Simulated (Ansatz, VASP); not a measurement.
CuO: VASP beside Ansatz

File INCAR:

```
PREC = Accurate
ENCUT = 520
EDIFF = 1E-7
ISMEAR = -1
SIGMA = 0.1
LREAL = F
LASPH = T
NELM = 150
ALGO = Normal
ISIF = 2
LWAVE = F
LCHARG = T
ISPIN = 2
MAGMOM = 0 0 1 -1
LORBIT = 11
LMAXMIX = 4
LDAU = T
LDAUTYPE = 2
LDAUL = -1 2
LDAUU = 0 4
LDAUJ = 0 0
LDAUPRINT = 1
GGA = PE
LELF = T
LVHAR = T
NBANDS = 29
```

File KPOINTS:

```
regular mesh
0
Gamma
  7 7 4
```

Contents of POSCAR:

```
CuO
1.0
    2.3415000000     -1.7101500000      0.0000000000
    2.3415000000      1.7101500000      0.0000000000
   -0.8640400000      0.0000000000      5.0511300000
O Cu
2 2
Direct
    0.5830000000      0.4170000000      0.2500000000
    0.4170000000      0.5830000000      0.7500000000
    0.0000000000      0.5000000000      0.0000000000
    0.5000000000      0.0000000000      0.5000000000
```

Input for Ansatz:

```yaml
crystal:
  lattice:
    - [2.3415, -1.71015, 0.0]
    - [2.3415, 1.71015, 0.0]
    - [-0.86404, 0.0, 5.05113]
  atoms:
    - { symbol: O, position: [0.583, 0.417, 0.25] }
    - { symbol: O, position: [0.417, 0.583, 0.75] }
    - { symbol: Cu, position: [0.0, 0.5, 0.0], spin: 1.0 }
    - { symbol: Cu, position: [0.5, 0.0, 0.5], spin: -1.0 }
magnetization:
  spin_polarized: true
hamiltonian:
  xc: pbe
  pseudopotentials: { kind: paw }
  hubbard: { sites: [{ species: Cu, l: d, u_eff: 4.0 }] }
basis:
  ecutwfc: 420
kpoints:
  mp_grid: { grid: [7, 7, 4] }
scf:
  occupations: { method: fermi_dirac, width: 0.1 }
  lower_state_search: "off"
output:
  forces: true
  stress: true
```

Alike in both runs: task single point; functional PBE; k mesh 7 × 7 × 4; occupations fermi-dirac, width 0.1 eV; collinear spin; Hubbard terms Cu d U = 4.0 eV.

|  | VASP | Ansatz |
| --- | --- | --- |
| version | VASP 6.6.1 | Ansatz 0.2.0 |
| potentials or method | VASP PAW PBE potentials, release 64 (O, Cu), cutoff 520 eV | PAW, plane waves, scalar-relativistic |
| valence electrons in the cell | 34 | 50 |

|  | VASP | Ansatz | Ansatz less VASP |
| --- | --- | --- | --- |
| pressure (GPa) | 4.3 | 7.9 | +3.58 |
| traceless stress, the component that is largest in VASP (GPa) | -0.58 | -0.54 | +0.042 |
| rms of the force components (eV/Å) | 0.019 | 0.019 | -0.0001 |
| net moment per atom (μB) | 0.00 | 0.00 | 0.000 |
| size of the moment on the site where the two differ most (μB) | 0.57 | 0.53 | -0.043 |

Site moments also hang on the region over which each program counts them. The programs project onto different local orbitals, so the same U acts differently, and such runs can settle in different states. Atom by atom the forces differ by 0.000 eV/Å (rms over components). VASP's potentials hold 34 valence electrons a cell and Ansatz's 50, so a difference there can come from the potentials and not from the codes.
